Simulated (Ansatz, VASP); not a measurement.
**One calculation of Sn, two programs**

```
Sn
1.0
     0.00000    3.28499    3.28499
     3.28499    0.00000    3.28499
     3.28499    3.28499    0.00000
Sn
2
Direct
  0.50000 0.50000 0.50000
  0.75000 0.75000 0.75000
```

Alike in both runs: task relaxation of cell and atoms; functional LDA; k mesh 16 × 16 × 16; occupations gaussian, width 0.1 eV; no spin polarisation.

```csv
,VASP,Ansatz
version,VASP 6.6.1,Ansatz 0.2.0
potentials or method,"VASP PAW LDA potentials, release 64 (Sn_d), cutoff 600 eV","scalar-relativistic, plane waves, PAW"
valence electrons in the cell,28,28
```

|  | VASP | Ansatz | Ansatz less VASP |
| --- | --- | --- | --- |
| gap on the k mesh at the Fermi level, each at its own relaxed structure (eV) | none | none | - |
| relaxed volume (Å³/atom) | 33.96 | 33.90 | -0.054 |
| relaxed length of the cell vector where the two differ most in proportion (Å) | 4.580 | 4.577 | -0.0024 |

Ansatz warns that its potentials were made for another functional, while VASP's fit it. LDA's correlation is that of Perdew and Zunger in VASP and of Perdew and Wang (1992) in Ansatz. A gap of «none» marks a metal or a gap that the smearing closes.
